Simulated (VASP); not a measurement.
CsCdCl3, 5 atoms in the cell. Symmetry: P4/mmm, No. 123, tetragonal system. The conventional cell has a = 5.112 Å, b = 5.112 Å, c = 4.805 Å, α = 90.00°, β = 90.00°, γ = 90.00°. Cs (site symmetry 4/mmm) has 12 Cl at 3.51 to 3.61 Å and 8 Cd at 4.34 Å within 4.6 Å. Within 3.2 Å of Cd (site symmetry 4/mmm) lie 6 Cl at 2.40 to 2.56 Å. Cl (site symmetry mmm) has 2 Cd at 2.56 Å and 4 Cs at 3.51 Å and 8 Cl at 3.51 to 3.61 Å within 3.7 Å. Cl (site symmetry 4/mmm) has 2 Cd at 2.40 Å within 3.2 Å.  This cell differs from its parent crystal: strain along c alone, the other axes held: -6.0 %.

```yaml
Program: VASP 6.6.1
Task: single point
Functional: LDA
Potentials_or_basis: VASP PAW LDA potentials, release 64 (Cs_sv, Cd, Cl)
Cutoff: 520 eV
k_mesh: 6 × 6 × 6
Occupations: gaussian, width 0.02 eV
Spin: no spin polarisation
Dipole_correction: no
Further_INCAR_settings: ALGO = Normal; EDIFF = 1e-07; NBANDS = 29
```

Potentials or basis: VASP PAW LDA potentials, release 64 (Cs_sv, Cd, Cl).

Launch:

```bash
$ cat potpaw_LDA.64/Cs_sv/POTCAR potpaw_LDA.64/Cd/POTCAR potpaw_LDA.64/Cl/POTCAR > POTCAR
$ mpirun -np 1 vasp_std > vasp.out
```

Hardware: 1 thread of Oxide Virtual Turin-like Processor, with other jobs on the host.

How long does it take, and how much memory?

It took 3.4 min on 1 thread of Oxide Virtual Turin-like Processor, with other jobs on the host, peak memory 0.25 GiB. Counts: scf iterations 15, k points 40.
